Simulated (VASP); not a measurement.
## Si2Ge3: single point with PBE

Si2Ge3:

```
Si Ge
1.0
     4.55538    0.00000    0.00000
     0.00000    4.55538    0.00000
     0.00000    0.00000    8.65046
Si Ge
4 6
Direct
  0.72424 0.27576 0.00000
  0.27576 0.72424 0.00000
  0.22424 0.22424 0.50000
  0.77576 0.77576 0.50000
  0.00000 0.00000 0.70339
  0.50000 0.50000 0.20339
  0.50000 0.50000 0.79661
  0.00000 0.00000 0.29661
  0.00000 0.00000 0.00000
  0.50000 0.50000 0.50000
```

The cell was built from a structure type or drawn by symmetry, and may not be a known phase.

```
Program                : VASP 6.6.1
Task                   : single point
Functional             : PBE
Potentials or basis    : VASP PAW PBE potentials, release 64 (Si, Ge_d)
Cutoff                 : 520 eV
k mesh                 : 4 × 4 × 2
Occupations            : gaussian, width 0.1 eV
Spin                   : no spin polarisation
Dipole correction      : no
Further INCAR settings : ALGO = Normal; EDIFF = 1e-06; NBANDS = 61
```

```yaml
Pressure: 48.0 GPa
Largest_force: 14.991 eV/Å
Band_gap_on_the_k_mesh: zero (bands 50 and 51 overlap by 0.95 eV)
```

Forces on the atoms (eV/Å):
```
Si  -10.600  10.600   0.000
Si   10.600 -10.600   0.000
Si  -10.600 -10.600   0.000
Si   10.600  10.600   0.000
Ge    0.000   0.000   1.404
Ge    0.000   0.000   1.404
Ge    0.000   0.000  -1.404
Ge    0.000   0.000  -1.404
Ge    0.000   0.000   0.000
Ge    0.000   0.000   0.000
```

Stress tensor (GPa, compression positive):
```
61.48  0.00  0.00
 0.00 61.48  0.00
 0.00  0.00 21.13
```

Levels at points of the mesh, in eV from the Fermi level:
```tsv
k point	band 46	band 47	band 48	band 49	band 50	band 51	band 52	band 53	band 54	band 55
(0.00, 0.00, 0.00)	-2.12	-2.11	-1.59	-1.59	-1.33	-0.17	-0.17	1.73	1.73	2.38
(0.50, 0.00, 0.00)	-2.96	-2.32	-2.32	-1.30	-1.30	-0.52	-0.52	2.81	2.81	3.05
(0.50, 0.50, 0.00)	-3.17	-1.66	-1.66	0.43	0.43	0.81	0.81	3.61	3.61	3.74
(0.00, 0.00, 0.50)	-2.13	-1.54	-1.54	-1.40	-1.40	-0.01	-0.01	0.31	0.31	2.49
(0.50, 0.00, 0.50)	-2.60	-1.18	-1.18	-0.49	-0.49	0.25	0.25	1.19	1.19	1.24
(0.50, 0.50, 0.50)	-2.65	-0.48	-0.48	0.17	0.17	1.21	1.21	2.24	2.24	3.61
```

It took 73 s on 1 thread of Intel(R) Xeon(R) 6975P-C (Granite Rapids) (shared host), peak memory 0.32 GiB.

Caveat: the k points lie up to 0.36 Å⁻¹ apart, too coarse for converged energies and pressures of a metal; forces of over 1 eV/Å act on the atoms, so gaps and moduli don't describe the material at rest.
